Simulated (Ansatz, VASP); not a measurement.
## CdHg3Se4 in VASP and in Ansatz

```xyz
8
Lattice="6.2445 0.0000 0.0000 0.0000 6.2445 0.0000 0.0000 0.0000 6.2445" Properties=species:S:1:pos:R:3 pbc="T T T"
Cd    0.0000    0.0000    0.0000
Hg    3.1222    0.0000    3.1222
Hg    3.1222    3.1222    0.0000
Hg    0.0000    3.1222    3.1222
Se    4.6927    1.5518    1.5518
Se    4.6927    4.6927    4.6927
Se    1.5518    1.5518    4.6927
Se    1.5518    4.6927    1.5518
```

Alike in both runs: functional PBE; k mesh 6 × 6 × 6; occupations gaussian, width 0.1 eV; no spin polarisation.

Ansatz relaxed the structure, and its values are those at the end. VASP's run is a single point on that final structure, the one shown.

```csv
,VASP,Ansatz
version,VASP 6.6.1,Ansatz 0.2.0
potentials or method,"VASP PAW PBE potentials, release 64 (Cd, Hg, Se), cutoff 520 eV","scalar-relativistic, plane waves, PAW"
valence electrons in the cell,72,144
```

Ansatz gave:

* gap on the k mesh at the Fermi level (eV): none
* pressure (GPa): 0.0

**Question.** Estimate VASP's values.

**Answer.** gap on the k mesh at the Fermi level (eV): none; pressure (GPa): 0.2.

A gap of «none» marks a metal or a gap that the smearing closes. VASP's potentials hold 72 valence electrons a cell and Ansatz's 144, so a difference there can come from the potentials and not from the codes.

Spin-orbit coupling is off throughout.
